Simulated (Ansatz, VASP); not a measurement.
## Two plane-wave programs on AlGa3N4

Contents of INCAR:

```
PREC     = Accurate       # precision mode
ENCUT    = 520            # plane-wave cutoff, eV
EDIFF    = 1E-6           # SCF threshold, eV
ISMEAR   = 0              # smearing method
SIGMA    = 0.05           # smearing width, eV
LREAL    = Auto         
LASPH    = True           # aspherical terms in the spheres
NELM     = 80             # most SCF steps
ALGO     = Normal         # electronic algorithm
ISIF     = 2              # what is computed and relaxed
LWAVE    = False          # write WAVECAR
LCHARG   = True           # write CHGCAR
GGA      = PS             # functional
LELF     = True           # ELF
LVHAR    = True         
NBANDS   = 76             # bands
```

File KPOINTS:

```
regular mesh
0
Gamma
  6 6 3
```

File POSCAR:

```
AlGa3N4
1.0
    0.0000000000     -4.4676279353      0.0000000000
    0.0000000000      0.0000000000     -4.4676279353
    8.9352558707     -1.8616605606     -1.8616605606
Al Ga N
2 6 8
Direct
    0.6609103750      0.6609103750      0.8137500000
    0.8692603750      0.8692603750      0.3137500000
    0.4734353750      0.9734353750      0.0637500000
    0.2650853750      0.7650853750      0.5637500000
    0.9734353750      0.4734353750      0.0637500000
    0.7650853750      0.2650853750      0.5637500000
    0.1609103750      0.1609103750      0.8137500000
    0.3692603750      0.3692603750      0.3137500000
    0.1652687623      0.6753306031      0.1912654602
   -0.0430812377      0.4669806031      0.6912654602
    0.6753306031      0.1652687623      0.1912654602
    0.4669806031     -0.0430812377      0.6912654602
   -0.1451598531     -0.1451598531      0.9362345398
    0.0631901469      0.0631901469      0.4362345398
    0.3649019877      0.3649019877      0.9362345398
    0.5732519877      0.5732519877      0.4362345398
```

Input for Ansatz:

```yaml
crystal:
  lattice:
    - [0.0, -4.4676279353, 0.0]
    - [0.0, 0.0, -4.4676279353]
    - [8.9352558707, -1.8616605606, -1.8616605606]
  atoms:
    - { symbol: Al, position: [0.660910375, 0.660910375, 0.81375] }
    - { symbol: Al, position: [0.869260375, 0.869260375, 0.31375] }
    - { symbol: Ga, position: [0.473435375, 0.973435375, 0.06375] }
    - { symbol: Ga, position: [0.265085375, 0.765085375, 0.56375] }
    - { symbol: Ga, position: [0.973435375, 0.473435375, 0.06375] }
    - { symbol: Ga, position: [0.765085375, 0.265085375, 0.56375] }
    - { symbol: Ga, position: [0.160910375, 0.160910375, 0.81375] }
    - { symbol: Ga, position: [0.369260375, 0.369260375, 0.31375] }
    - { symbol: "N", position: [0.1652687623, 0.6753306031, 0.1912654602] }
    - { symbol: "N", position: [-0.0430812377, 0.4669806031, 0.6912654602] }
    - { symbol: "N", position: [0.6753306031, 0.1652687623, 0.1912654602] }
    - { symbol: "N", position: [0.4669806031, -0.0430812377, 0.6912654602] }
    - { symbol: "N", position: [-0.1451598531, -0.1451598531, 0.9362345398] }
    - { symbol: "N", position: [0.0631901469, 0.0631901469, 0.4362345398] }
    - { symbol: "N", position: [0.3649019877, 0.3649019877, 0.9362345398] }
    - { symbol: "N", position: [0.5732519877, 0.5732519877, 0.4362345398] }
basis:
  ecutwfc: 420
kpoints:
  mp_grid: { grid: [6, 6, 3] }
hamiltonian:
  xc: pbesol
scf:
  occupations: { method: gaussian, width: 0.05 }
output:
  forces: true
  stress: true
  eigenvalues: true
```

Alike in both runs: task single point; functional PBEsol; k mesh 6 × 6 × 3; occupations gaussian, width 0.05 eV; no spin polarisation.

```csv
,VASP,Ansatz
version,VASP 6.6.1,Ansatz 0.2.0
potentials or method,"VASP PAW PBE potentials, release 64 (Al, Ga_d, N), cutoff 520 eV","scalar-relativistic, plane waves, PAW"
valence electrons in the cell,124,124
```

|  | VASP | Ansatz | Ansatz less VASP |
| --- | --- | --- | --- |
| gap on the k mesh at the Fermi level (eV) | 1.88 | 1.87 | -0.013 |
| least direct gap on the mesh (eV) | 1.88 | 1.87 | -0.013 |
| pressure (GPa) | -1.0 | -0.9 | +0.13 |
| traceless stress, the component that is largest in VASP (GPa) | -5.09 | -5.05 | +0.041 |
| rms of the force components (eV/Å) | 0.505 | 0.505 | -0.0001 |

VASP's potentials were made for PBE, not for PBEsol. Atom by atom the forces differ by 0.005 eV/Å (rms over components).
